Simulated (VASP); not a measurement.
# Cu (Fm-3m) in VASP: further runs

Cu is run at these levels: LDA; tasks: single point, relaxation of cell and atoms.

All numbers are computed with VASP 6.6.1; they aren't measurements. Logs are shortened: lines on timing, memory, paths and dates and some standing lists are left out, and cuts for length are marked.

## (1) The cell of the first run

The structure is cubic, space group Fm-3m (No. 225). The conventional cell has a = 3.518 Å, b = 3.518 Å, c = 3.518 Å, α = 90.00°, β = 90.00°, γ = 90.00°. Within 3.3 Å of Cu (site symmetry m-3m) lie 12 Cu at 2.49 Å.

## (2) Single point, LDA

INCAR reads:

```
SYSTEM = Cu
ALGO = Normal
EDIFF = 1E-7
ENCUT = 520
ISIF = 2
ISMEAR = 1
LASPH = .True.
LCHARG = .True.
LELF = .True.
LREAL = .False.
LVHAR = .True.
LWAVE = .False.
NBANDS = 12
NELM = 60
PREC = Accurate
SIGMA = 0.1
```

KPOINTS reads:

```
k-points
0
Gamma
  21 21 21
  0 0 0
```

POSCAR reads:

```
Cu
1.0
    0.0000000000      1.7587541658      1.7587541658
    1.7587541658      0.0000000000      1.7587541658
    1.7587541658      1.7587541658      0.0000000000
Cu
1
Direct
    0.0000000000      0.0000000000      0.0000000000
```

Potentials or basis: VASP PAW LDA potentials, release 64 (Cu).

Command:

```bash
cat potpaw_LDA.64/Cu/POTCAR > POTCAR
mpirun -np 1 vasp_std > vasp.out
```

OUTCAR:

```text
SYSTEM = Cu
   EDIFF = 1E-7
   ENCUT = 520
   ISIF = 2
   ISMEAR = 1
   LASPH = .True.
   LREAL = .False.
   NELM = 60
   PREC = Accurate

 ion  position               nearest neighbor table
   1  0.000  0.000  0.000-

  LATTYP: Found a face centered cubic cell.
 ALAT       =     3.5175083316

  Lattice vectors:

 A1 = (   0.0000000000,   1.7587541658,   1.7587541658)
 A2 = (   1.7587541658,   0.0000000000,   1.7587541658)
 A3 = (   1.7587541658,   1.7587541658,   0.0000000000)

Analysis of symmetry for initial positions (statically):
=====================================================================
 Subroutine PRICEL returns:
 Original cell was already a primitive cell.

 Routine SETGRP: Setting up the symmetry group for a
 face centered cubic supercell.

 Subroutine GETGRP returns: Found 48 space group operations
 (whereof 48 operations were pure point group operations)
 out of a pool of 48 trial point group operations.

The static configuration has the point symmetry O_h .

Analysis of symmetry for dynamics (positions and initial velocities):
=====================================================================
 Subroutine PRICEL returns:
 Original cell was already a primitive cell.

 Routine SETGRP: Setting up the symmetry group for a
 face centered cubic supercell.

 Subroutine GETGRP returns: Found 48 space group operations
 (whereof 48 operations were pure point group operations)
 out of a pool of 48 trial point group operations.

The dynamic configuration has the point symmetry O_h .

 Subroutine INISYM returns: Found 48 space group operations
 (whereof 48 operations are pure point group operations),
 and found     1 'primitive' translations

----------------------------------------------------------------------------------------

                                     Primitive cell

  volume of cell :      10.8804

  direct lattice vectors                    reciprocal lattice vectors
     0.000000000  1.758754166  1.758754166    -0.284292148  0.284292148  0.284292148
     1.758754166  0.000000000  1.758754166     0.284292148 -0.284292148  0.284292148
     1.758754166  1.758754166  0.000000000     0.284292148  0.284292148 -0.284292148

  length of vectors
     2.487253994  2.487253994  2.487253994     0.492408445  0.492408445  0.492408445

  position of ions in fractional coordinates (direct lattice)
     0.000000000  0.000000000  0.000000000

  ion indices of the primitive-cell ions
   primitive index   ion index
                 1           1

----------------------------------------------------------------------------------------

 KPOINTS: k-points

Automatic generation of k-mesh.
 Grid dimensions read from file:
 generate k-points for:   21   21   21

 Generating k-lattice:

  Cartesian coordinates                     Fractional coordinates (reciprocal lattice)
    -0.013537721  0.013537721  0.013537721     0.047619048  0.000000000  0.000000000
     0.013537721 -0.013537721  0.013537721     0.000000000  0.047619048  0.000000000
     0.013537721  0.013537721 -0.013537721     0.000000000  0.000000000  0.047619048

  Length of vectors
     0.023448021  0.023448021  0.023448021

  Shift w.r.t. Gamma in fractional coordinates (k-lattice)
     0.000000000  0.000000000  0.000000000

 Subroutine IBZKPT returns following result:
 ===========================================

 Found    286 irreducible k-points:

 Following reciprocal coordinates:
            Coordinates               Weight
  0.000000  0.000000  0.000000      1.000000
  0.047619  0.000000  0.000000      8.000000
  0.095238  0.000000  0.000000      8.000000
  0.142857  0.000000  0.000000      8.000000
  0.190476  0.000000  0.000000      8.000000
  0.238095  0.000000  0.000000      8.000000
[... 16 lines left out ...]
 -0.428571  0.047619  0.000000     24.000000
 -0.380952  0.047619  0.000000     24.000000
 [... further k-points ...]
   k-points           NKPTS =    286   k-points in BZ     NKDIM =    286   number of bands    NBANDS=     12
   number of dos      NEDOS =    301   number of ions     NIONS =      1
   total plane-waves  NPLWV =   5832
   dimension x,y,z NGX =    18 NGY =   18 NGZ =   18
   dimension x,y,z NGXF=    36 NGYF=   36 NGZF=   36
   ions per type =               1
   NGX,Y,Z   is equivalent  to a cutoff of  12.03, 12.03, 12.03 a.u.
   NGXF,Y,Z  is equivalent  to a cutoff of  24.06, 24.06, 24.06 a.u.
 SYSTEM =  Cu
   PREC   = accura    normal or accurate (medium, high low for compatibility)
   ISTART =      0    job   : 0-new  1-cont  2-samecut
   ICHARG =      2    charge: 1-file 2-atom 10-const
   ISPIN  =      1    spin polarized calculation?
   LNONCOLLINEAR =      F non collinear calculations
   LSORBIT =      F    spin-orbit coupling
   LASPH  =      T    aspherical Exc in radial PAW
   ENCUT  =  520.0 eV  38.22 Ry    6.18 a.u.   4.62  4.62  4.62*2*pi/ulx,y,z
   NELM   =     60;   NELMIN=  2; NELMDL= -5     # of ELM steps
   EDIFF  = 0.1E-06   stopping-criterion for ELM
   LREAL  =      F    real-space projection
   EDIFFG = 0.1E-05   stopping-criterion for IOM
   NSW    =      0    number of steps for IOM
   IBRION =     -1    ionic relax: 0-MD 1-quasi-New 2-CG
   NFREE  =      0    steps in history (QN), initial steepest desc. (CG)
   ISIF   =      2    stress and relaxation
   ISYM   =      2    0-nonsym 1-usesym 2-fastsym
   POTIM  = 0.5000    time-step for ionic-motion
   TEBEG  =    0.0;   TEEND  =   0.0 temperature during run
   PSTRESS=    0.0 pullay stress
   NELECT =      11.0000    total number of electrons
   NUPDOWN=      -1.0000    fix difference up-down
   EMIN   =  10.00;   EMAX   =-10.00  energy-range for DOS
   EFERMI =   0.00;   METHOD = LEGACY
   ISMEAR =     1;   SIGMA  =   0.10  broadening in eV -4-tet -1-fermi 0-gaus
   EFERMI_NEDOS =   21; number of points for ismear=-14 and -15
   IALGO  =     38    algorithm
   IMIX   =      4    mixing-type and parameters
     AMIX     =   0.40;   BMIX     =  1.00
     AMIX_MAG =   1.60;   BMIX_MAG =  1.00
  volume/ion in A,a.u.               =      10.88        73.42
  Fermi-wavevector in a.u.,A,eV,Ry     =   1.643074  3.104961 36.731564  2.699694
  Thomas-Fermi vector in A             =   2.733270
   LORBIT       =      0    0 simple, 1 ext, 2 COOP (PROOUT), +10 PAW based schemes
   GGA     = CA    functional components
   LHFCALC =     F    Hartree Fock is set to
   AEXX    =    0.0000 exact exchange contribution
   IVDW    =     0    specifies the selected vdW correction
   LEPSILON=     F    determine dielectric tensor
   LRPA    =     F    only Hartree local field effects (RPA)
 non-spin polarized calculation
 Methfessel and Paxton  Order N= 1 SIGMA  =   0.10
  energy-cutoff  :      520.00
  volume of cell :       10.88
 maximum number of plane-waves:       304
   NGX =  9   NGY =  9   NGZ =  9

 number of electron      10.9999994 magnetization

 Free energy of the ion-electron system (eV)
  ---------------------------------------------------
  ext. energy  EPLUGINS =         0.00000000
  ---------------------------------------------------
  free energy    TOTEN  =        -4.70605810 eV

  energy without entropy =       -4.70602641  energy(sigma->0) =       -4.70604754

 E-fermi :   8.4815     XC(G=0): -13.5894

 val. band max:        8.4728930134   @ k =  -0.3333   0.1905   0.0000
 cond. band min:       8.4838763319   @ k =  -0.3333   0.1905   0.0476
 fundamental gap:      0.0109833185
 Fermi energy:         8.4815143745

 k-point     1 :       0.0000    0.0000    0.0000
  band No.  band energies     occupation
      1      -1.5780      2.00000
      2       5.0697      2.00000
      3       5.0697      2.00000
      4       5.0697      2.00000
      5       6.0203      2.00000
      6       6.0203      2.00000
      7      31.7395      0.00000
      8      34.8654      0.00000
      9      34.8654      0.00000
     10      34.8654      0.00000
     11      37.4835      0.00000
     12      37.4835      0.00000

 k-point     2 :       0.0476    0.0000    0.0000
  band No.  band energies     occupation
      1      -1.4903      2.00000
      2       5.0493      2.00000
      3       5.0877      2.00000
      4       5.0877      2.00000
      5       6.0129      2.00000
      6       6.0129      2.00000
      7      31.3571      0.00000
      8      33.6126      0.00000
      9      34.5855      0.00000
     10      34.5855      0.00000
     11      37.8804      0.00000
     12      37.8804      0.00000

 k-point     3 :       0.0952    0.0000    0.0000
  band No.  band energies     occupation
      1      -1.2293      2.00000
      2       4.9924      2.00000
      3       5.1367      2.00000
      4       5.1367      2.00000
      5       5.9955      2.00000
      6       5.9955      2.00000
      7      29.6354      0.00000
      8      32.7288      0.00000
      9      34.0239      0.00000
     10      34.0239      0.00000
     11      38.7607      0.00000
     12      38.7607      0.00000

 k-point     4 :       0.1429    0.0000    0.0000
  band No.  band energies     occupation
      1      -0.8029      2.00000
      2       4.9120      2.00000
      3       5.1996      2.00000
      4       5.1996      2.00000
      5       5.9842      2.00000
      6       5.9842      2.00000
      7      27.1743      0.00000
      8      32.4451      0.00000
      9      33.4466      0.00000
     10      33.4466      0.00000
     11      39.3353      0.00000
     12      39.6436      0.00000

 k-point     5 :       0.1905    0.0000    0.0000
  band No.  band energies     occupation
      1      -0.2267      2.00000
      2       4.8302      2.00000
      3       5.2479      2.00000
      4       5.2479      2.00000
      5       6.0055      2.00000
      6       6.0055      2.00000
      7      24.6337      0.00000
      8      32.1785      0.00000
      9      32.9357      0.00000
     10      32.9357      0.00000
     11      39.3331      0.00000
     12      39.5613      0.00000
[... 228 lines left out ...]
      1       2.8244      2.00000
      2       5.0097      2.00000
      3       5.0767      2.00000
      4       6.1868      2.00000
      5       6.6639      2.00000
      6       7.4070      2.00000
      7      13.0247      0.00000
      8      29.7254      0.00000
      9      30.7058      0.00000
     10      31.1741      0.00000
     11      35.6217      0.00000
     12      35.7691      0.00000

 k-point    22 :      -0.4762    0.0476    0.0000
  band No.  band energies     occupation
      1       2.8538      2.00000
      2       5.0045      2.00000
      3       5.0651      2.00000
      4       6.2849      2.00000
      5       6.6547      2.00000
      6       7.6404      2.00000
      7      12.6025      0.00000
      8      29.5075      0.00000
      9      30.9622      0.00000
     10      31.1077      0.00000
     11      35.3178      0.00000
     12      35.8155      0.00000

 k-point    23 :      -0.4286    0.0476    0.0000
  band No.  band energies     occupation
      1       2.7931      2.00000
      2       5.0255      2.00000
      3       5.0779      2.00000
      4       6.1307      2.00000
      5       6.5878      2.00000
      6       7.2589      2.00000
      7      13.4070      0.00000
      8      29.3336      0.00000
      9      31.0082      0.00000
     10      31.6669      0.00000
     11      35.0430      0.00000
     12      36.1434      0.00000

 k-point    24 :      -0.3810    0.0476    0.0000
  band No.  band energies     occupation
      1       2.5982      2.00000
      2       5.0693      2.00000
      3       5.1140      2.00000
      4       5.6564      2.00000
      5       6.4712      2.00000
      6       6.8398      2.00000
      7      14.9740      0.00000
      8      29.2459      0.00000
      9      31.2650      0.00000
     10      32.3448      0.00000
     11      34.9759      0.00000
     12      36.5792      0.00000

 [... further k-points ...]

------------------------ aborting loop because EDIFF is reached ----------------------------------------

  FORCE on cell =-STRESS in cart. coord.  units (eV):
  Direction    XX          YY          ZZ          XY          YZ          ZX
  --------------------------------------------------------------------------------------
  -------------------------------------------------------------------------------------
  Total        0.0583857      0.0583857      0.0583857     -0.0000000     -0.0000000      0.0000000
  in kB        8.5974847      8.5974847      8.5974847     -0.0000000     -0.0000000      0.0000000
  external PRESSURE =       8.5974847 kB  Pullay stress =       0.0000000 kB

 VOLUME and BASIS-vectors are now :
 -----------------------------------------------------------------------------
  energy-cutoff  :      520.00
  volume of cell :       10.88
      direct lattice vectors                 reciprocal lattice vectors
     0.000000000  1.758754166  1.758754166    -0.284292148  0.284292148  0.284292148
     1.758754166  0.000000000  1.758754166     0.284292148 -0.284292148  0.284292148
     1.758754166  1.758754166  0.000000000     0.284292148  0.284292148 -0.284292148

 POSITION                                       TOTAL-FORCE (eV/Angst)
 -----------------------------------------------------------------------------------
      0.00000      0.00000      0.00000        -0.000000     -0.000000     -0.000000
 -----------------------------------------------------------------------------------
    total drift:                                0.000000     -0.000000      0.000000

  FREE ENERGIE OF THE ION-ELECTRON SYSTEM (eV)
  ---------------------------------------------------
  free  energy   TOTEN  =        -4.7060581000 eV

  energy  without entropy=       -4.7060264147  energy(sigma->0) =       -4.70604754
```

It took 19 s on 1 thread of AMD EPYC 9R45 (Zen 5), shared host; peak memory 0.11 GiB.

What came out:

- Free energy: -4.7061 eV
- Pressure: 0.9 GPa
- Band gap on the k mesh: zero (an odd number of electrons rules out a gap without spin polarisation)

## (3) Relaxation of cell and atoms, LDA

This run uses another cell than the first one, of 11.81 Å³/atom.

INCAR reads:

```
ALGO = Normal
EDIFF = 1E-6
EDIFFG = -0.03
ENCUT = 600
IBRION = 2
ISIF = 3
ISMEAR = 1
LASPH = T
LCHARG = F
LREAL = F
LWAVE = F
NELM = 100
NSW = 80
PREC = Accurate
SIGMA = 0.1
```

KPOINTS reads:

```
k-points
0
Gamma
  21 21 21
```

POSCAR reads:

```
Cu
1.0
    0.0000000000      1.8075000000      1.8075000000
    1.8075000000      0.0000000000      1.8075000000
    1.8075000000      1.8075000000      0.0000000000
Cu
1
Direct
    0.0000000000      0.0000000000      0.0000000000
```

Potentials or basis: VASP PAW LDA potentials, release 64 (Cu).

Command:

```bash
cat potpaw_LDA.64/Cu/POTCAR > POTCAR
mpirun -np 1 vasp_std > vasp.out
```

Wall time 39 s (1 thread of AMD EPYC 9R45 (Zen 5), shared host); peak memory 0.12 GiB.

Results (log left out):

```yaml
Free_energy: -4.7067 eV
Relaxed_volume: 10.93 Å³/atom
Relaxed_cell: a = 2.491 Å, b = 2.491 Å, c = 2.491 Å, α = 60.00°, β = 60.00°, γ = 60.00°
Space_group_after_relaxing_to_0.1_Å: Fm-3m (No. 225)
Energy_gained_by_relaxing: 35.0 meV/atom
Ionic_steps: 3
Pressure_after_relaxing: -0.1 GPa
Band_gap_on_the_k_mesh: zero (an odd number of electrons rules out a gap without spin polarisation)
```

Step by step:
```
step  energy change (eV)  largest force (eV/Å)  pressure (GPa)  volume (Å³)
   1              0.0000                0.0000          -11.77        11.81
   2             -0.0178                0.0000           10.67        10.39
   3             -0.0350                0.0000           -0.08        10.93
```

Final structure:
```
Cu
1.0
     0.00000    1.76167    1.76167
     1.76167    0.00000    1.76167
     1.76167    1.76167    0.00000
Cu
1
Direct
  0.00000 0.00000 0.00000
```

Levels at points of the mesh, in eV from the Fermi level:
| k point | band 3 | band 4 | band 5 | band 6 | band 7 | band 8 | band 9 |
| --- | --- | --- | --- | --- | --- | --- | --- |
| (0.00, 0.00, 0.00) | -3.39 | -3.39 | -2.45 | -2.45 | 23.22 | 26.31 | 26.31 |
